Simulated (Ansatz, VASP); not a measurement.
## Two plane-wave programs on CdF2

```
CELL_PARAMETERS angstrom
0.00000 2.69400 2.69400
2.69400 0.00000 2.69400
2.69400 2.69400 0.00000
ATOMIC_POSITIONS crystal
Cd 0.00000 0.00000 0.00000
F 0.25000 0.25000 0.25000
F 0.75000 0.75000 0.75000
```

Alike in both runs: task single point; functional PBEsol; k mesh 12 × 12 × 12; occupations gaussian, width 0.05 eV; no spin polarisation.

|  | VASP | Ansatz |
| --- | --- | --- |
| version | VASP 6.6.1 | Ansatz 0.2.0 |
| potentials or method | VASP PAW PBE potentials, release 64 (Cd, F), cutoff 520 eV | scalar-relativistic, plane waves, PAW |
| valence electrons in the cell | 26 | 34 |

Ansatz gave:

```
gap on the k mesh at the Fermi level (eV) : 2.94
least direct gap on the mesh (eV)         : 3.42
pressure (GPa)                            : -0.2
```

**Question.** What did VASP give for the same quantities?

**Answer.** gap on the k mesh at the Fermi level (eV): 2.90; least direct gap on the mesh (eV): 3.39; pressure (GPa): 0.5.

VASP's potentials were made for PBE, not for PBEsol. VASP's potentials hold 26 valence electrons a cell and Ansatz's 34, so a difference there can come from the potentials and not from the codes.
